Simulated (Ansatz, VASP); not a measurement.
**ZrC in VASP and in Ansatz**

File INCAR:

```
SYSTEM = ZrC
ALGO = Normal
EDIFF = 1E-7
ENCUT = 520
GGA = PE
ISIF = 2
ISMEAR = -1
LASPH = .True.
LCHARG = .False.
LREAL = .False.
LWAVE = .False.
NBANDS = 15
NELM = 80
PREC = Accurate
SIGMA = 0.03
```

Contents of KPOINTS:

```
k-points
0
Gamma
  11 11 11
  0 0 0
```

Contents of POSCAR:

```
ZrC
1.0
    0.0000000000      2.5950969525      2.5950969525
    2.5950969525      0.0000000000      2.5950969525
    2.5950969525      2.5950969525      0.0000000000
Zr C
1 1
Direct
    0.0000000000      0.0000000000      0.0000000000
    0.2500000000      0.2500000000      0.2500000000
```

Input for Ansatz:

```yaml
crystal:
  lattice:
    - [0.0, 2.5950969525, 2.5950969525]
    - [2.5950969525, 0.0, 2.5950969525]
    - [2.5950969525, 2.5950969525, 0.0]
  atoms:
    - { symbol: Zr, position: [0.0, 0.0, 0.0] }
    - { symbol: C, position: [0.25, 0.25, 0.25] }
kpoints:
  mp_grid: { grid: [11, 11, 11] }
scf:
  occupations: { method: fermi_dirac, width: 0.03 }
hamiltonian:
  xc: pbe
  pseudopotentials: { kind: all_electron, lapw: { basis_error: 0.001 } }
output:
  forces: true
  stress: true
  eigenvalues: true
```

Change from the starting cell: volume scaled by 1.06.

Alike in both runs: task single point; functional PBE; k mesh 11 × 11 × 11; occupations fermi-dirac, width 0.03 eV; no spin polarisation.

```csv
,VASP,Ansatz
version,VASP 6.6.1,Ansatz 0.2.0
potentials or method,"VASP PAW PBE potentials, release 64 (Zr_sv, C), cutoff 520 eV","all-electron LAPW, scalar-relativistic"
```

|  | VASP | Ansatz | Ansatz less VASP |
| --- | --- | --- | --- |
| pressure (GPa) | -7.5 | -7.6 | -0.09 |

Ansatz ran all-electron here, and VASP with PAW potentials.
